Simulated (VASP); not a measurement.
Here is a VASP 6.6.1 calculation.

Contents of POSCAR:

```
WC
1.0
    2.8907022651      0.0000000000      0.0000000000
   -1.4453511326      2.5034215964      0.0000000000
    0.0000000000      0.0000000000      2.8210645988
W C
1 1
Direct
    0.0000000000      0.0000000000      0.0000000000
    0.6666666667      0.3333333333      0.5000000000
```

Contents of INCAR.step1:

```
PREC = Accurate
ENCUT = 1430
ISMEAR = 0
SIGMA = 0.05
LREAL = F
LASPH = T
NELM = 120
NBANDS = 16
GGA = PE
ALGO = Normal
EDIFF = 1E-5
LWAVE = T
LCHARG = F
GGA_COMPAT = F
```

File INCAR.step2:

```
PREC = Accurate
ENCUT = 1430
EDIFF = 1E-6
ISMEAR = 0
SIGMA = 0.05
LREAL = F
LASPH = T
NELM = 120
ALGO = Normal
ISIF = 2
LWAVE = F
LCHARG = T
METAGGA = R2SCAN
LMIXTAU = T
LELF = T
LVHAR = T
NBANDS = 16
ISTART = 1
GGA_COMPAT = F
```

Contents of KPOINTS:

```
Automatic mesh
0
Gamma
  14 14 12
```

Potentials or basis: VASP PAW PBE potentials, release 64 (W_sv, C_h).

Run with:

```console
$ cat potpaw_PBE.64/W_sv/POTCAR potpaw_PBE.64/C_h/POTCAR > POTCAR
$ cp INCAR.step1 INCAR
$ mpirun -np 1 vasp_std > vasp.out
$ cp INCAR.step2 INCAR
$ mpirun -np 1 vasp_std > vasp.out
```

Q: What does it give for the pressure?

A: 10.5 GPa.

Q: What does it give for the band gap on the k mesh?

A: Zero (bands 9 and 10 overlap by 1.37 eV).

Stress tensor (GPa, compression positive):
```
10.38  0.00  0.00
 0.00 10.38  0.00
 0.00  0.00 10.70
```

Caveat: the cell stands under pressure; the PAW data sets were made with another functional, which shifts forces and pressure a little; spin-orbit coupling is left out, which moves the levels of the heavy elements.
